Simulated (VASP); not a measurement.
# NaI in VASP: a series of runs, part 2 of 2

VASP 6.6.1.

**3. Relaxation of cell and atoms, PBE**

The input, INCAR:

```
SYSTEM = NaI
PREC = Accurate
ENCUT = 600
EDIFF = 1E-7
ISMEAR = 0
SIGMA = 0.1
LREAL = .False.
LASPH = .True.
NELM = 100
ALGO = Normal
ISIF = 3
LWAVE = .False.
LCHARG = .False.
GGA = PE
IBRION = 2
NSW = 90
EDIFFG = -0.04
```

The input, KPOINTS:

```
regular mesh
0
Gamma
  6 6 6
  0 0 0
```

The input, POSCAR:

```
NaI
1.0
    1.9934386800      1.1509123600      5.0848822700
   -1.9934386800      1.1509123600      5.0848822700
    0.0000000000     -2.3018247200      5.0848822700
Na I
1 1
Direct
    0.5000000000      0.5000000000      0.5000000000
    0.0000000000      0.0000000000      0.0000000000
```

Potentials or basis: VASP PAW PBE potentials, release 64 (Na_pv, I).

Command:

```bash
$ cat potpaw_PBE.64/Na_pv/POTCAR potpaw_PBE.64/I/POTCAR > POTCAR
$ mpirun -np 1 vasp_std > vasp.out
```

OUTCAR:

```text
SYSTEM = NaI
   PREC = Accurate
   ENCUT = 600
   EDIFF = 1E-7
   ISMEAR = 0
   LREAL = .False.
   LASPH = .True.
   NELM = 100
   ISIF = 3
   GGA = PE
   IBRION = 2
   NSW = 90
   EDIFFG = -0.04

 ion  position               nearest neighbor table
   1  0.500  0.500  0.500-
   2  0.000  0.000  0.000-

  LATTYP: Found a trigonal (rhomboedric) cell.
 ALAT       =     5.5816148856
 COS(alpha) =     0.7448967322

  Lattice vectors:

 A1 = (   1.9934386800,   1.1509123600,   5.0848822700)
 A2 = (  -1.9934386800,   1.1509123600,   5.0848822700)
 A3 = (   0.0000000000,  -2.3018247200,   5.0848822700)

Analysis of symmetry for initial positions (statically):
=====================================================================
 Subroutine PRICEL returns:
 Original cell was already a primitive cell.

 Routine SETGRP: Setting up the symmetry group for a
 trigonal (rhombohedral) supercell.

 Subroutine GETGRP returns: Found 12 space group operations
 (whereof 12 operations were pure point group operations)
 out of a pool of 12 trial point group operations.

The static configuration has the point symmetry D_3d.

Analysis of symmetry for dynamics (positions and initial velocities):
=====================================================================
 Subroutine PRICEL returns:
 Original cell was already a primitive cell.

 Routine SETGRP: Setting up the symmetry group for a
 trigonal (rhombohedral) supercell.

 Subroutine GETGRP returns: Found 12 space group operations
 (whereof 12 operations were pure point group operations)
 out of a pool of 12 trial point group operations.

The dynamic configuration has the point symmetry D_3d.

 Subroutine INISYM returns: Found 12 space group operations
 (whereof 12 operations are pure point group operations),
 and found     1 'primitive' translations

[... 124 lines left out ...]
   LRPA    =     F    only Hartree local field effects (RPA)
 conjugate gradient relaxation of ions
 non-spin polarized calculation
 Gauss-broadening in eV      SIGMA  =   0.10
  energy-cutoff  :      600.00
  volume of cell :       70.00
 maximum number of plane-waves:      2354
 NGX is ok and might be reduce to    48

--------------------------------------- Ionic step        1  -------------------------------------------

 number of electron      14.0000001 magnetization

 Free energy of the ion-electron system (eV)
  ---------------------------------------------------
  ext. energy  EPLUGINS =         0.00000000
  ---------------------------------------------------
  free energy    TOTEN  =        -4.76361097 eV

  energy without entropy =       -4.76361097  energy(sigma->0) =       -4.76361097

------------------------ aborting loop because EDIFF is reached ----------------------------------------

  FORCE on cell =-STRESS in cart. coord.  units (eV):
  Direction    XX          YY          ZZ          XY          YZ          ZX
  --------------------------------------------------------------------------------------
  -------------------------------------------------------------------------------------
  Total        1.7950775      1.7950775     -3.3035454      0.0000000      0.0000000      0.0000000
  in kB       41.0881419     41.0881420    -75.6159784      0.0000000      0.0000000      0.0000000
  external PRESSURE =       2.1867685 kB  Pullay stress =       0.0000000 kB
[... 275 lines left out ...]
--------------------------------------- Ionic step        9  -------------------------------------------

 number of electron      14.0000000 magnetization

 Free energy of the ion-electron system (eV)
  ---------------------------------------------------
  ext. energy  EPLUGINS =         0.00000000
  ---------------------------------------------------
  free energy    TOTEN  =        -5.38665468 eV

  energy without entropy =       -5.38665468  energy(sigma->0) =       -5.38665468

 E-fermi :   1.1248     XC(G=0):  -7.5994

 val. band max:        0.6393445288   @ k =   0.0000   0.0000   0.0000
 cond. band min:       4.2000484788   @ k =   0.0000   0.0000   0.0000
 fundamental gap:      3.5607039500
 Fermi energy:         1.1247916677

 k-point     1 :       0.0000    0.0000    0.0000
  band No.  band energies     occupation
      1     -21.8448      2.00000
      2     -21.8440      2.00000
      3     -21.8440      2.00000
      4     -10.3243      2.00000
      5       0.6219      2.00000
      6       0.6219      2.00000
      7       0.6393      2.00000
      8       4.2000      0.00000
      9       8.5404      0.00000
     10       8.5404      0.00000
     11       8.5868      0.00000
[... 309 lines left out ...]
 k-point    24 :      -0.3333    0.5000    0.1667
  band No.  band energies     occupation
      1     -21.8475      2.00000
      2     -21.8463      2.00000
      3     -21.8458      2.00000
      4      -9.9574      2.00000
      5      -0.9647      2.00000
      6      -0.4237      2.00000
      7      -0.2173      2.00000
      8       5.9363      0.00000
      9       7.1347      0.00000
     10       9.1034      0.00000
     11       9.1715      0.00000

 [... further k-points ...]
[... 5 lines left out ...]
  --------------------------------------------------------------------------------------
  -------------------------------------------------------------------------------------
  Total       -0.0155223     -0.0155223      0.0214935      0.0000000      0.0000000      0.0000000
  in kB       -0.3573204     -0.3573204      0.4947749      0.0000000      0.0000000      0.0000000
  external PRESSURE =      -0.0732886 kB  Pullay stress =       0.0000000 kB
[... 17 lines left out ...]
  FREE ENERGIE OF THE ION-ELECTRON SYSTEM (eV)
  ---------------------------------------------------
  free  energy   TOTEN  =        -5.3866546794 eV

  energy  without entropy=       -5.3866546794  energy(sigma->0) =       -5.38665468

 reached required accuracy - stopping structural energy minimisation
```

OSZICAR:

```text
N       E                     dE             d eps       ncg     rms          rms(c)
DAV:   1     0.698394708160E+02    0.69839E+02   -0.72552E+03   704   0.128E+03
DAV:   2     0.154042908716E+01   -0.68299E+02   -0.63650E+02   758   0.232E+02
DAV:   3    -0.479252751082E+01   -0.63330E+01   -0.61901E+01   858   0.666E+01
[... 103 lines left out ...]
DAV:   8    -0.538665556251E+01    0.57572E-05   -0.88960E-07   716   0.717E-03    0.168E-02
DAV:   9    -0.538665422264E+01    0.13399E-05   -0.16887E-07   682   0.316E-03    0.933E-03
DAV:  10    -0.538665451830E+01   -0.29566E-06   -0.24123E-08   352   0.173E-03    0.375E-03
DAV:  11    -0.538665465006E+01   -0.13177E-06   -0.18130E-08   352   0.104E-03    0.179E-03
DAV:  12    -0.538665467941E+01   -0.29351E-07   -0.13468E-09   352   0.352E-04
   9 F= -.53866547E+01 E0= -.53866547E+01  d E =-.394953E-02
```

It took 7.7 min on 1 thread of AMD EPYC 7R43 (Zen 3), shared host; peak memory 0.32 GiB.

What came out:

```
Free energy                            : -5.3867 eV
Relaxed volume                         : 34.80 Å³/atom
Relaxed cell                           : a = 4.611 Å, b = 4.611 Å, c = 4.611 Å, α = 60.18°, β = 60.18°, γ = 60.18°
Space group after relaxing (to 0.05 Å) : Fm-3m (No. 225)
Energy gained by relaxing              : 311.5 meV/atom
Ionic steps                            : 9
Pressure after relaxing                : 0.0 GPa
Band gap on the k mesh                 : 3.56 eV, direct
```

The path:
```csv
step,energy change (eV),largest force (eV/Å),pressure (GPa),volume (Å³)
1,0.0000,0.0000,0.22,70.00
2,-0.3387,0.0000,-0.07,70.12
3,-0.5649,0.0000,0.08,69.21
4,-0.5208,0.0000,1.67,63.41
5,-0.6109,0.0000,0.77,66.48
6,-0.6196,0.0000,0.53,67.38
7,-0.6191,0.0000,0.57,67.23
8,-0.6228,0.0000,0.14,68.96
9,-0.6230,0.0000,-0.01,69.60
```

Final structure:
```yaml
crystal:
  lattice:
    - [2.31179, 1.33471, 3.75942]
    - [-2.31179, 1.33471, 3.75942]
    - [0.00000, -2.66943, 3.75942]
  atoms:
    - { symbol: Na, position: [0.50000, 0.50000, 0.50000] }
    - { symbol: I, position: [0.00000, 0.00000, 0.00000] }
```

Caveat: spin-orbit coupling is left out, which moves the levels of the heavy elements.

**4. Relaxation of cell and atoms, PBE**

This run uses another cell than the first one: it holds 4 atoms, not 2.

The input, INCAR:

```
  PREC = Accurate
  ENCUT = 600
  EDIFF = 1E-7
  ISMEAR = 0
  SIGMA = 0.1
  LREAL = False
  LASPH = True
  NELM = 100
  ALGO = Normal
  ISIF = 3
  LWAVE = False
  LCHARG = False
  GGA = PE
  IBRION = 2
  NSW = 80
  EDIFFG = -0.025
```

The input, KPOINTS:

```
Automatic mesh
0
Gamma
  4 4 4
```

The input, POSCAR:

```
NaI
1.0
   -3.2192387740     -0.1321445516     -3.2272882987
   -3.3100702736     -3.3328198753     -0.0413130520
   -6.4420416770      3.1960340571      3.3629969793
Na I
2 2
Direct
    0.2507704826      0.2473776320      0.2442821760
    0.7527080924      0.7408763430      0.7515946450
    1.0084818554      1.0072272562     -0.0013958977
    0.4880395697      0.5045187688      0.5055190767
```

Command:

```bash
$ cat potpaw_PBE.64/Na_pv/POTCAR potpaw_PBE.64/I/POTCAR > POTCAR
$ mpirun -np 1 vasp_std > vasp.out
```

It took 9 min on 1 thread of Intel Xeon 6975P-C, shared host; peak memory 0.36 GiB.

The run converged. Its results:

```
Free energy                            : -10.7699 eV
Relaxed volume                         : 34.84 Å³/atom
Relaxed cell                           : a = 4.622 Å, b = 4.622 Å, c = 7.981 Å, α = 73.31°, β = 73.18°, γ = 60.10°
Space group after relaxing (to 0.05 Å) : Fm-3m (No. 225)
Energy gained by relaxing              : 5.3 meV/atom
Ionic steps                            : 9
Pressure after relaxing                : 0.0 GPa
Largest force after relaxing           : 0.016 eV/Å
Band gap on the k mesh                 : 3.56 eV
```

Forces on the atoms (eV/Å):
```
Na  -0.001 -0.001  0.000
Na  -0.006 -0.002  0.004
I    0.015 -0.001  0.005
I   -0.008  0.004 -0.009
```

Step by step:
```csv
step,energy change (eV),largest force (eV/Å),pressure (GPa),volume (Å³)
1,0.0000,0.1064,0.25,137.58
2,-0.0058,0.0916,0.12,138.67
3,-0.0141,0.0559,-0.24,141.94
4,-0.0142,0.0515,-0.28,142.40
5,-0.0185,0.0397,-0.16,141.12
6,-0.0204,0.0286,0.01,139.42
7,-0.0204,0.0289,0.01,139.49
8,-0.0207,0.0254,0.01,139.46
9,-0.0212,0.0156,0.01,139.37
```

Final structure:
```
Na I
1.0
    -3.26688    0.00369   -3.26969
    -3.26404   -3.27271    0.00035
    -6.51793    3.26303    3.25098
Na I
2 2
Direct
  0.24996 0.25016 0.24995
  0.75048 0.74883 0.74964
  0.00264 0.00030 0.00040
  0.49693 0.50071 0.50001
```

Levels at points of the mesh, in eV from the valence-band top:
```
           k point  band 12  band 13  band 14  band 15  band 16  band 17
(0.00, 0.00, 0.00)    -0.02    -0.01     0.00     3.56     5.07     7.38
(0.50, 0.00, 0.00)    -0.87    -0.51    -0.51     5.43     5.45     6.63
(0.00, 0.50, 0.00)    -0.88    -0.52    -0.51     5.43     5.44     6.67
(0.50, 0.50, 0.00)    -0.71    -0.28    -0.27     4.46     5.07     5.59
(0.00, 0.00, 0.50)    -0.16    -0.15    -0.15     4.84     4.85     7.44
(0.50, 0.00, 0.50)    -0.71    -0.27    -0.27     4.46     5.08     5.59
(0.00, 0.50, 0.50)    -0.71    -0.28    -0.27     4.46     5.08     5.60
(0.50, 0.50, 0.50)    -0.87    -0.52    -0.52     5.43     5.44     6.63
```

Caveat: spin-orbit coupling is left out, which moves the levels of the heavy elements. PBE gaps usually lie below the measured ones, often by a third to a half.

**5. The runs side by side**

| task | cell | k mesh | cutoff (eV) | gap on the mesh (eV) | pressure (GPa) | relaxed volume (Å³/atom) |
| --- | --- | --- | --- | --- | --- | --- |
| single point | a = 5.582 Å, angles 41.8°, 2 atoms | 6 × 6 × 6 | 520 | 0.74 | 0.2 | - |
| relaxation of cell and atoms | relaxed from a = 5.582 Å, angles 41.8°, 2 atoms | 6 × 6 × 6 | 600 | 3.56 | 0.0 | 34.80 |
| relaxation of cell and atoms | relaxed from a = 4.560, b = 4.697, c = 7.939 Å, angles 73.6, 74.8, 58.4°, 4 atoms | 4 × 4 × 4 | 600 | 3.56 | 0.0 | 34.84 |

Alike in all rows: level PBE; potentials or basis VASP PAW PBE potentials, release 64 (Na_pv, I); no spin polarisation; smearing gaussian 0.1 eV.

Caveats: spin-orbit coupling is left out, which moves the levels of the heavy elements.

Total energies depend on the potentials used, so only differences within one code and one set of settings carry meaning.
